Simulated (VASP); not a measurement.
CoO:

```xyz
4
Lattice="2.6435 0.0000 0.0000 0.0000 2.6435 0.0000 0.0000 0.0000 5.3051" Properties=species:S:1:pos:R:3 pbc="T T T"
Co    0.0000    2.6435    5.3051
Co    0.0000    2.6435    2.6525
O     1.3218    1.3218    1.3263
O     1.3218    1.3218    3.9788
```

Base run:

- Program: VASP 6.6.1
- Functional: PBE
- Potentials or basis: VASP PAW PBE potentials, release 64 (Co, O)
- Cutoff: 520 eV
- k mesh: 10 × 10 × 5
- Occupations: gaussian, width 0.02 eV
- Spin: collinear spin, antiferromagnetic start
- Starting moments: [3.0, -3.0, 0.0, 0.0] μB
- Hubbard terms: Co d U = 3.32 eV

Its results: band gap on the k mesh 1.63 eV; pressure -3.8 GPa; net moment 0.00 μB per cell; site moments Co +2.61, -2.61; O +0.00 μB.

Task: The run is repeated on the same cell with these changes: potentials or basis from VASP PAW PBE potentials, release 64 (Co, O) to VASP PAW PBE potentials, release 64 (Co_sv, O); cutoff from 520 eV to 700 eV; further incar settings from ALGO = Normal; EDIFF = 1e-07; NBANDS = 27 to ALGO = Normal; EDIFF = 1e-06; NBANDS = 35; valence electrons from 30 to 46. What comes out?

Result: Band gap on the k mesh 1.57 eV; pressure -2.7 GPa; net moment 0.00 μB per cell; site moments Co +2.57, -2.57; O +0.00 μB.

Caveats: the cell stands under tension (at least some runs).

A k mesh can miss the band edges.
